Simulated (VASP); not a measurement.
Set up this calculation in VASP 6.6.1, as the native input.

```yaml
Task: single point
Functional: LDA
Potentials_or_basis: VASP PAW LDA potentials, release 64 (Hf_pv)
Cutoff: 520 eV
k_mesh: 6 × 6 × 9
Occupations: fermi-dirac, width 0.05 eV
Spin: no spin polarisation
Dipole_correction: no
Further_INCAR_settings: ALGO = Normal; EDIFF = 1e-06; NBANDS = 22
```

The structure of Hf lies in POSCAR:

```
Hf
1.0
    4.9623295440      0.0000000000      0.0000000000
   -2.4811647720      4.2975034470      0.0000000000
    0.0000000000      0.0000000000      3.0862322500
Hf
3
Direct
    0.0000000000      0.0000000000      0.0000000000
    0.3333333333      0.6666666667      0.5000000000
    0.6666666667      0.3333333333      0.5000000000
```

The input as run:

INCAR

```
SYSTEM = Hf
PREC     = Accurate       ! precision mode
ENCUT    = 520            ! plane-wave cutoff, eV
EDIFF    = 1E-6           ! SCF threshold, eV
ISMEAR   = -1             ! smearing method
SIGMA    = 0.05           ! smearing width, eV
LREAL    = .FALSE.        ! projectors in reciprocal space
LASPH    = .TRUE.         ! aspherical terms in the spheres
NELM     = 60             ! most SCF steps
ALGO     = Normal         ! electronic algorithm
ISIF     = 2              ! what is computed and relaxed
LWAVE    = .FALSE.        ! write WAVECAR
LCHARG   = .FALSE.        ! write CHGCAR
GGA      = CA             ! functional
NBANDS   = 22             ! bands
```

KPOINTS

```
regular mesh
0
G
  6 6 9
  0 0 0
```

Potentials or basis: VASP PAW LDA potentials, release 64 (Hf_pv).

The run is started by

```sh
$ cat potpaw_LDA.64/Hf_pv/POTCAR > POTCAR
$ mpirun -np 1 vasp_std > vasp.out
```

Results of the run:

The pressure is -6.6 GPa. The band gap on the k mesh is zero (band 15 reaches 4.99 eV, above the bottom of band 16 at 4.19 eV).

Caveat: spin-orbit coupling is left out, which moves the levels of the heavy elements.

Wall time 26 s on 1 thread of Intel(R) Xeon(R) 6975P-C (Granite Rapids) (shared host), peak memory 0.18 GiB.
